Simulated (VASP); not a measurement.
Wanted: the native input for a VASP 6.6.1 run.

| Quantity | Value |
| --- | --- |
| Task | single point |
| Functional | PBEsol |
| Potentials or basis | VASP PAW PBE potentials, release 64 (Cu) |
| Cutoff | 520 eV |
| k mesh | 18 × 18 × 8 |
| Occupations | gaussian, width 0.15 eV |
| Spin | no spin polarisation |
| Dipole correction | no |
| Further INCAR settings | ALGO = Normal; EDIFF = 1e-06; NBANDS = 18 |

The structure of Cu lies in POSCAR:

```
Cu
1.0
    2.5205910273      0.0000000000      0.0000000000
   -1.2602955137      2.1828958622      0.0000000000
    0.0000000000      0.0000000000      4.1165232714
Cu
2
Direct
    0.3333333333      0.6666666667      0.2500000000
    0.6666666667      0.3333333333      0.7500000000
```

The input as run:

INCAR

```
SYSTEM = Cu
ALGO = Normal
EDIFF = 1E-6
ENCUT = 520
GGA = PS
ISIF = 2
ISMEAR = 0
LASPH = .True.
LCHARG = .True.
LELF = .True.
LREAL = .False.
LVHAR = .True.
LWAVE = .False.
NBANDS = 18
NELM = 80
PREC = Accurate
SIGMA = 0.15
```

KPOINTS

```
k-points
0
Gamma
  18 18 8
  0 0 0
```

Potentials or basis: VASP PAW PBE potentials, release 64 (Cu).

Command:

```sh
$ cat potpaw_PBE.64/Cu/POTCAR > POTCAR
$ mpirun -np 1 vasp_std > vasp.out
```

Results of the run:

```
Pressure               : 0.7 GPa
Band gap on the k mesh : zero (band 11 reaches 12.05 eV, above the bottom of band 12 at 5.92 eV)
```

Caveat: the PAW data sets were made with another functional, which shifts forces and pressure a little.

Run time: 33 s on 1 thread of Intel(R) Xeon(R) Platinum 8488C (Sapphire Rapids), on a shared host, peak memory 0.18 GiB.
